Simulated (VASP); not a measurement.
# SnO2 (Cassiterite) (P4_2/mnm) in VASP: further runs

Runs on SnO2 (Cassiterite). Level: PBE+D4. Tasks: single point.

All numbers are computed with VASP 6.6.1; they aren't measurements. Logs are shortened: lines on timing, memory, paths and dates and some standing lists are left out, and cuts for length are marked.

**1. The cell of the first run**

The structure is tetragonal, space group P4_2/mnm (No. 136). Conventional cell: a = 4.861 Å, b = 4.861 Å, c = 3.269 Å, α = 90.00°, β = 90.00°, γ = 90.00°. Within 2.8 Å of Sn (site symmetry mmm) lie 6 O at 2.10 to 2.11 Å. Within 2.8 Å of O (site symmetry m2m) lie 3 Sn at 2.10 to 2.11 Å and 1 O at 2.65 Å.

**2. Single point, PBE+D4**

The input, INCAR:

```
SYSTEM = SnO2
PREC = Accurate
ENCUT = 520
EDIFF = 1E-6
ISMEAR = 0
SIGMA = 0.01
LREAL = .FALSE.
LASPH = .TRUE.
NELM = 60
ALGO = Normal
ISIF = 2
LWAVE = .FALSE.
LCHARG = .FALSE.
GGA = PE
IVDW = 13
NBANDS = 35
```

The input, KPOINTS:

```
regular mesh
0
G
  4 4 6
  0 0 0
```

The input, POSCAR:

```
SnO2
1.0
    4.8611196212      0.0000000000      0.0000000000
    0.0000000000      4.8611196212      0.0000000000
    0.0000000000      0.0000000000      3.2693030125
Sn O
2 4
Direct
    0.0000000000      0.0000000000      0.0000000000
    0.5000000000      0.5000000000      0.5000000000
    0.3071000000      0.3071000000      0.0000000000
    0.1929000000      0.8071000000      0.5000000000
    0.6929000000      0.6929000000      0.0000000000
    0.8071000000      0.1929000000      0.5000000000
```

Potentials or basis: VASP PAW PBE potentials, release 64 (Sn_d, O).

Started as:

```sh
cat potpaw_PBE.64/Sn_d/POTCAR potpaw_PBE.64/O/POTCAR > POTCAR
mpirun -np 1 vasp_std > vasp.out
```

OUTCAR:

```text
SYSTEM = SnO2
   PREC = Accurate
   ENCUT = 520
   EDIFF = 1E-6
   ISMEAR = 0
   LREAL = .FALSE.
   LASPH = .TRUE.
   NELM = 60
   ISIF = 2
   GGA = PE
   IVDW = 13

 ion  position               nearest neighbor table
   1  0.000  0.000  0.000-   4 2.10   6 2.10   4 2.10   6 2.10   5 2.11   3 2.11
   2  0.500  0.500  0.500-   3 2.10   5 2.10   3 2.10   5 2.10   4 2.11   6 2.11
   3  0.307  0.307  0.000-   2 2.10   2 2.10   1 2.11
   4  0.193  0.807  0.500-   1 2.10   1 2.10   2 2.11
   5  0.693  0.693  0.000-   2 2.10   2 2.10   1 2.11
   6  0.807  0.193  0.500-   1 2.10   1 2.10   2 2.11

  LATTYP: Found a simple tetragonal cell.
 ALAT       =     4.8611196212
 C/A-ratio  =     0.6725411566

  Lattice vectors:

 A1 = (   4.8611196212,   0.0000000000,   0.0000000000)
 A2 = (   0.0000000000,   4.8611196212,   0.0000000000)
 A3 = (   0.0000000000,   0.0000000000,   3.2693030125)

Analysis of symmetry for initial positions (statically):
=====================================================================
 Subroutine PRICEL returns:
 Original cell was already a primitive cell.

 Routine SETGRP: Setting up the symmetry group for a
 simple tetragonal supercell.

 Subroutine GETGRP returns: Found 16 space group operations
 (whereof  8 operations were pure point group operations)
 out of a pool of 16 trial point group operations.

The static configuration has the point symmetry D_2h.
 The point group associated with its full space group is D_4h.

Analysis of symmetry for dynamics (positions and initial velocities):
=====================================================================
 Subroutine PRICEL returns:
 Original cell was already a primitive cell.

 Routine SETGRP: Setting up the symmetry group for a
 simple tetragonal supercell.

 Subroutine GETGRP returns: Found 16 space group operations
 (whereof  8 operations were pure point group operations)
 out of a pool of 16 trial point group operations.

The dynamic configuration has the point symmetry D_2h.
 The point group associated with its full space group is D_4h.

 Subroutine INISYM returns: Found 16 space group operations
 (whereof  8 operations are pure point group operations),
 and found     1 'primitive' translations

----------------------------------------------------------------------------------------

                                     Primitive cell

  volume of cell :      77.2552

  direct lattice vectors                    reciprocal lattice vectors
     4.861119621  0.000000000  0.000000000     0.205713926  0.000000000  0.000000000
     0.000000000  4.861119621  0.000000000     0.000000000  0.205713926  0.000000000
     0.000000000  0.000000000  3.269303012     0.000000000  0.000000000  0.305875594

  length of vectors
     4.861119621  4.861119621  3.269303012     0.205713926  0.205713926  0.305875594

  position of ions in fractional coordinates (direct lattice)
     0.000000000  0.000000000  0.000000000
     0.500000000  0.500000000  0.500000000
     0.307100000  0.307100000  0.000000000
     0.192900000  0.807100000  0.500000000
     0.692900000  0.692900000  0.000000000
     0.807100000  0.192900000  0.500000000

  ion indices of the primitive-cell ions
   primitive index   ion index
                 1           1
                 2           2
                 3           3
                 4           4
                 5           5
                 6           6

----------------------------------------------------------------------------------------

 KPOINTS: regular mesh

Automatic generation of k-mesh.
 Grid dimensions read from file:
 generate k-points for:    4    4    6

 Generating k-lattice:

  Cartesian coordinates                     Fractional coordinates (reciprocal lattice)
     0.051428481  0.000000000  0.000000000     0.250000000  0.000000000  0.000000000
     0.000000000  0.051428481  0.000000000     0.000000000  0.250000000  0.000000000
     0.000000000  0.000000000  0.050979266     0.000000000  0.000000000  0.166666667

  Length of vectors
     0.051428481  0.051428481  0.050979266

  Shift w.r.t. Gamma in fractional coordinates (k-lattice)
     0.000000000  0.000000000  0.000000000

 Subroutine IBZKPT returns following result:
 ===========================================

 Found     24 irreducible k-points:

 Following reciprocal coordinates:
            Coordinates               Weight
  0.000000  0.000000  0.000000      1.000000
  0.250000  0.000000  0.000000      4.000000
  0.500000  0.000000  0.000000      2.000000
  0.250000  0.250000  0.000000      4.000000
  0.500000  0.250000  0.000000      4.000000
  0.500000  0.500000  0.000000      1.000000
[... 16 lines left out ...]
  0.500000  0.250000  0.500000      4.000000
  0.500000  0.500000  0.500000      1.000000
   k-points           NKPTS =     24   k-points in BZ     NKDIM =     24   number of bands    NBANDS=     35
   number of dos      NEDOS =    301   number of ions     NIONS =      6
   total plane-waves  NPLWV =  31104
   dimension x,y,z NGX =    36 NGY =   36 NGZ =   24
   dimension x,y,z NGXF=    72 NGYF=   72 NGZF=   48
   ions per type =               2   4
   NGX,Y,Z   is equivalent  to a cutoff of  12.31, 12.31, 12.20 a.u.
   NGXF,Y,Z  is equivalent  to a cutoff of  24.62, 24.62, 24.41 a.u.
 SYSTEM =  SnO2
   PREC   = accura    normal or accurate (medium, high low for compatibility)
   ISTART =      0    job   : 0-new  1-cont  2-samecut
   ICHARG =      2    charge: 1-file 2-atom 10-const
   ISPIN  =      1    spin polarized calculation?
   LNONCOLLINEAR =      F non collinear calculations
   LSORBIT =      F    spin-orbit coupling
   LASPH  =      T    aspherical Exc in radial PAW
   ENCUT  =  520.0 eV  38.22 Ry    6.18 a.u.   9.04  9.04  6.08*2*pi/ulx,y,z
   NELM   =     60;   NELMIN=  2; NELMDL= -5     # of ELM steps
   EDIFF  = 0.1E-05   stopping-criterion for ELM
   LREAL  =      F    real-space projection
   EDIFFG = 0.1E-04   stopping-criterion for IOM
   NSW    =      0    number of steps for IOM
   IBRION =     -1    ionic relax: 0-MD 1-quasi-New 2-CG
   NFREE  =      0    steps in history (QN), initial steepest desc. (CG)
   ISIF   =      2    stress and relaxation
   ISYM   =      2    0-nonsym 1-usesym 2-fastsym
   POTIM  = 0.5000    time-step for ionic-motion
   TEBEG  =    0.0;   TEEND  =   0.0 temperature during run
   PSTRESS=    0.0 pullay stress
   NELECT =      52.0000    total number of electrons
   NUPDOWN=      -1.0000    fix difference up-down
   EMIN   =  10.00;   EMAX   =-10.00  energy-range for DOS
   EFERMI =   0.00;   METHOD = LEGACY
   ISMEAR =     0;   SIGMA  =   0.01  broadening in eV -4-tet -1-fermi 0-gaus
   EFERMI_NEDOS =   21; number of points for ismear=-14 and -15
   IALGO  =     38    algorithm
   IMIX   =      4    mixing-type and parameters
     AMIX     =   0.40;   BMIX     =  1.00
     AMIX_MAG =   1.60;   BMIX_MAG =  1.00
  volume/ion in A,a.u.               =      12.88        86.89
  Fermi-wavevector in a.u.,A,eV,Ry     =   1.434718  2.711225 28.006464  2.058417
  Thomas-Fermi vector in A             =   2.554096
   LORBIT       =      0    0 simple, 1 ext, 2 COOP (PROOUT), +10 PAW based schemes
   GGA     = PE    functional components
   LHFCALC =     F    Hartree Fock is set to
   AEXX    =    0.0000 exact exchange contribution
   IVDW    =    13    specifies the selected vdW correction
   LEPSILON=     F    determine dielectric tensor
   LRPA    =     F    only Hartree local field effects (RPA)
 non-spin polarized calculation
 Gauss-broadening in eV      SIGMA  =   0.01
  energy-cutoff  :      520.00
  volume of cell :       77.26
 maximum number of plane-waves:      2112
   NGX = 19   NGY = 19   NGZ = 13

 number of electron      51.9999982 magnetization

 Free energy of the ion-electron system (eV)
  ---------------------------------------------------
  ext. energy  EPLUGINS =         0.00000000
  ---------------------------------------------------
  free energy    TOTEN  =       -37.29438466 eV

  energy without entropy =      -37.29438466  energy(sigma->0) =      -37.29438466

 E-fermi :   5.3647     XC(G=0): -10.8544

 val. band max:        5.2706969458   @ k =   0.0000   0.0000   0.0000
 cond. band min:       5.6913416761   @ k =   0.0000   0.0000   0.0000
 fundamental gap:      0.4206447303
 Fermi energy:         5.3646906485

 k-point     1 :       0.0000    0.0000    0.0000
  band No.  band energies     occupation
      1     -15.7369      2.00000
      2     -15.1255      2.00000
      3     -14.9611      2.00000
      4     -14.9337      2.00000
      5     -14.9337      2.00000
      6     -14.8753      2.00000
[... 27 lines left out ...]
     34      16.4785      0.00000
     35      17.3856      0.00000

 k-point     2 :       0.2500    0.0000    0.0000
  band No.  band energies     occupation
      1     -15.6592      2.00000
      2     -15.2144      2.00000
      3     -14.9590      2.00000
      4     -14.9311      2.00000
      5     -14.9310      2.00000
      6     -14.9196      2.00000
[... 27 lines left out ...]
     34      16.8529      0.00000
     35      17.3662      0.00000

 k-point     3 :       0.5000    0.0000    0.0000
  band No.  band energies     occupation
      1     -15.4504      2.00000
      2     -15.4504      2.00000
      3     -14.9506      2.00000
      4     -14.9506      2.00000
      5     -14.9282      2.00000
      6     -14.9282      2.00000
[... 27 lines left out ...]
     34      17.0264      0.00000
     35      17.3552      0.00000
[... 723 lines left out ...]
 k-point    23 :       0.5000    0.2500    0.5000
  band No.  band energies     occupation
      1     -15.6255      2.00000
      2     -15.6255      2.00000
      3     -15.0445      2.00000
      4     -15.0445      2.00000
      5     -14.8315      2.00000
      6     -14.8315      2.00000
[... 27 lines left out ...]
     34      16.1452      0.00000
     35      17.6451      0.00000

 k-point    24 :       0.5000    0.5000    0.5000
  band No.  band energies     occupation
      1     -15.5472      2.00000
      2     -15.5472      2.00000
      3     -15.1615      2.00000
      4     -15.1615      2.00000
      5     -14.8283      2.00000
      6     -14.8283      2.00000
[... 27 lines left out ...]
     34      15.6586      0.00000
     35      17.9942      0.00000

------------------------ aborting loop because EDIFF is reached ----------------------------------------

  DFT-D4 for vdW energy calculation

  Edisp (eV):   -1.50125

  FORCE on cell =-STRESS in cart. coord.  units (eV):
  Direction    XX          YY          ZZ          XY          YZ          ZX
  --------------------------------------------------------------------------------------
  -------------------------------------------------------------------------------------
  Total      -2.96608    -2.96608    -3.60678     0.00000     0.00000     0.00000
  in kB     -61.51287   -61.51287   -74.80025     0.00000     0.00000     0.00000
  external pressure =      -65.94 kB  Pullay stress =        0.00 kB

 VOLUME and BASIS-vectors are now :
 -----------------------------------------------------------------------------
  energy-cutoff  :      520.00
  volume of cell :       77.26
      direct lattice vectors                 reciprocal lattice vectors
     4.861119621  0.000000000  0.000000000     0.205713926  0.000000000  0.000000000
     0.000000000  4.861119621  0.000000000     0.000000000  0.205713926  0.000000000
     0.000000000  0.000000000  3.269303012     0.000000000  0.000000000  0.305875594

 POSITION                                       TOTAL-FORCE (eV/Angst)
 -----------------------------------------------------------------------------------
      0.00000      0.00000      0.00000         0.000000      0.000000     -0.000000
      2.43056      2.43056      1.63465         0.000000      0.000000     -0.000000
      1.49285      1.49285      0.00000        -0.003265     -0.003265      0.000000
      0.93771      3.92341      1.63465         0.003265     -0.003265      0.000000
      3.36827      3.36827      0.00000         0.003265      0.003265     -0.000000
      3.92341      0.93771      1.63465        -0.003265      0.003265     -0.000000
 -----------------------------------------------------------------------------------
    total drift:                               -0.000000      0.000000      0.000000

  FREE ENERGIE OF THE ION-ELECTRON SYSTEM (eV)
  ---------------------------------------------------
  free  energy   TOTEN  =       -38.7956366420 eV

  energy  without entropy=      -38.7956366420  energy(sigma->0) =      -38.79563664
```

Run time: 74 s. Hardware: 1 thread of AMD EPYC 7R13 (Zen 3), shared host; peak memory 0.17 GiB.

Results:

* Free energy: -38.7956 eV
* Pressure: -6.6 GPa
* Largest force: 0.005 eV/Å
* Band gap on the k mesh: 0.42 eV, direct
* Dispersion energy per atom: -0.250 eV

Forces on the atoms (eV/Å):
```
Sn   0.000  0.000  0.000
Sn   0.000  0.000  0.000
O   -0.003 -0.003  0.000
O    0.003 -0.003  0.000
O    0.003  0.003  0.000
O   -0.003  0.003  0.000
```

Levels at points of the mesh, in eV from the valence-band top:
```csv
k point,band 22,band 23,band 24,band 25,band 26,band 27,band 28,band 29,band 30,band 31
"(0.00, 0.00, 0.00)",-1.27,-1.27,-0.72,-0.72,0.00,0.42,5.43,5.92,5.92,9.91
"(0.50, 0.00, 0.00)",-1.85,-1.22,-1.22,-0.59,-0.59,3.64,3.64,6.65,6.65,10.15
"(0.50, 0.50, 0.00)",-1.81,-1.34,-1.34,-0.82,-0.82,4.01,4.01,6.97,6.97,10.26
"(0.00, 0.00, 0.50)",-2.54,-1.47,-1.47,-1.15,-1.15,5.33,5.33,9.20,9.20,10.09
"(0.50, 0.00, 0.50)",-1.63,-0.98,-0.98,-0.76,-0.76,5.59,5.59,7.43,7.43,10.34
"(0.50, 0.50, 0.50)",-2.43,-0.90,-0.90,-0.75,-0.75,4.15,4.15,8.47,8.47,10.33
```

Caveat: spin-orbit coupling is left out, which moves the levels of the heavy elements. PBE gaps usually lie below the measured ones, often by a third to a half.

**3. Single point, PBE+D4**

This run uses another cell than the first one, of 13.35 Å³/atom, 1.037 times its volume.

The input, INCAR:

```
ALGO = Normal
EDIFF = 1E-6
ENCUT = 520
GGA = PE
ISIF = 2
ISMEAR = 0
IVDW = 13
LASPH = True
LCHARG = False
LREAL = False
LWAVE = False
NBANDS = 35
NELM = 80
PREC = Accurate
SIGMA = 0.01
```

The input, KPOINTS:

```
k-points
0
Gamma
  4 4 6
```

POSCAR, as its differences from that of step 2:

```diff
@@ -2,5 +2,5 @@
 1.0
-    4.8611196212      0.0000000000      0.0000000000
-    0.0000000000      4.8611196212      0.0000000000
-    0.0000000000      0.0000000000      3.2693030125
+    4.9204074109      0.0000000000      0.0000000000
+    0.0000000000      4.9204074109      0.0000000000
+    0.0000000000      0.0000000000      3.3091764911
 Sn O
```

Potentials or basis: VASP PAW PBE potentials, release 64 (Sn_d, O).

Started as:

```sh
cat potpaw_PBE.64/Sn_d/POTCAR potpaw_PBE.64/O/POTCAR > POTCAR
mpirun -np 1 vasp_std > vasp.out
```

OUTCAR:

```text
EDIFF = 1E-6
   ENCUT = 520
   GGA = PE
   ISIF = 2
   ISMEAR = 0
   IVDW = 13
   LASPH = True
   LREAL = False
   NELM = 80
   PREC = Accurate

 ion  position               nearest neighbor table
   1  0.000  0.000  0.000-   4 2.13   6 2.13   4 2.13   6 2.13   5 2.14   3 2.14
   2  0.500  0.500  0.500-   3 2.13   5 2.13   3 2.13   5 2.13   4 2.14   6 2.14
   3  0.307  0.307  0.000-   2 2.13   2 2.13   1 2.14
   4  0.193  0.807  0.500-   1 2.13   1 2.13   2 2.14
   5  0.693  0.693  0.000-   2 2.13   2 2.13   1 2.14
   6  0.807  0.193  0.500-   1 2.13   1 2.13   2 2.14

  LATTYP: Found a simple tetragonal cell.
 ALAT       =     4.9204074109
 C/A-ratio  =     0.6725411566

  Lattice vectors:

 A1 = (   4.9204074109,   0.0000000000,   0.0000000000)
 A2 = (   0.0000000000,   4.9204074109,   0.0000000000)
 A3 = (   0.0000000000,   0.0000000000,   3.3091764911)

Analysis of symmetry for initial positions (statically):
=====================================================================
 Subroutine PRICEL returns:
[... 184 lines left out ...]
 cond. band min:       4.9312923330   @ k =   0.0000   0.0000   0.0000
 fundamental gap:      0.0541396864
 Fermi energy:         4.9042225221

 k-point     1 :       0.0000    0.0000    0.0000
  band No.  band energies     occupation
      1     -16.1035      2.00000
      2     -15.5691      2.00000
      3     -15.4409      2.00000
      4     -15.4111      2.00000
      5     -15.4111      2.00000
      6     -15.3655      2.00000
[... 901 lines left out ...]
     34      14.8842      0.00000
     35      17.3862      0.00000

------------------------ aborting loop because EDIFF is reached ----------------------------------------

  DFT-D4 for vdW energy calculation

  Edisp (eV):   -1.44764

  FORCE on cell =-STRESS in cart. coord.  units (eV):
  Direction    XX          YY          ZZ          XY          YZ          ZX
  --------------------------------------------------------------------------------------
  -------------------------------------------------------------------------------------
  Total      -5.39840    -5.39840    -6.91342    -0.00000     0.00000     0.00000
  in kB    -107.95774  -107.95774  -138.25517    -0.00000     0.00000     0.00000
  external pressure =     -118.06 kB  Pullay stress =        0.00 kB

 VOLUME and BASIS-vectors are now :
 -----------------------------------------------------------------------------
  energy-cutoff  :      520.00
  volume of cell :       80.12
      direct lattice vectors                 reciprocal lattice vectors
     4.920407411  0.000000000  0.000000000     0.203235203  0.000000000  0.000000000
     0.000000000  4.920407411  0.000000000     0.000000000  0.203235203  0.000000000
     0.000000000  0.000000000  3.309176491     0.000000000  0.000000000  0.302189987

 POSITION                                       TOTAL-FORCE (eV/Angst)
 -----------------------------------------------------------------------------------
      0.00000      0.00000      0.00000        -0.000000      0.000000      0.000000
      2.46020      2.46020      1.65459        -0.000000      0.000000      0.000000
      1.51106      1.51106      0.00000         0.079465      0.079465     -0.000000
      0.94915      3.97126      1.65459        -0.079465      0.079465      0.000000
      3.40935      3.40935      0.00000        -0.079465     -0.079465      0.000000
      3.97126      0.94915      1.65459         0.079465     -0.079465      0.000000
 -----------------------------------------------------------------------------------
    total drift:                               -0.000000     -0.000000      0.000000

  FREE ENERGIE OF THE ION-ELECTRON SYSTEM (eV)
  ---------------------------------------------------
  free  energy   TOTEN  =       -38.6331666929 eV

  energy  without entropy=      -38.6331666156  energy(sigma->0) =      -38.63316665
```

stdout:

```text
POSCAR found type information on POSCAR SnO
 POSCAR found :  2 types and       6 ions
 scaLAPACK will be used
 LDA part: xc-table for (Slater+PW92), standard interpolation
 POSCAR, INCAR and KPOINTS ok, starting setup
 FFT: planning ... GRIDC
 FFT: planning ... GRID_SOFT
 FFT: planning ... GRID
 WAVECAR not read
 entering main loop
```

It took 1.8 min on 1 thread of AMD EPYC 7R13 (Zen 3), shared host; peak memory 0.19 GiB.

Results:

```
Free energy                : -38.6332 eV
Pressure                   : -11.8 GPa
Largest force              : 0.112 eV/Å
Band gap on the k mesh     : 0.05 eV, direct
Dispersion energy per atom : -0.241 eV
```

Forces on the atoms (eV/Å):
```
Sn   0.000  0.000  0.000
Sn   0.000  0.000  0.000
O    0.079  0.079  0.000
O   -0.079  0.079  0.000
O   -0.079 -0.079  0.000
O    0.079 -0.079  0.000
```

Caveat: spin-orbit coupling is left out, which moves the levels of the heavy elements.
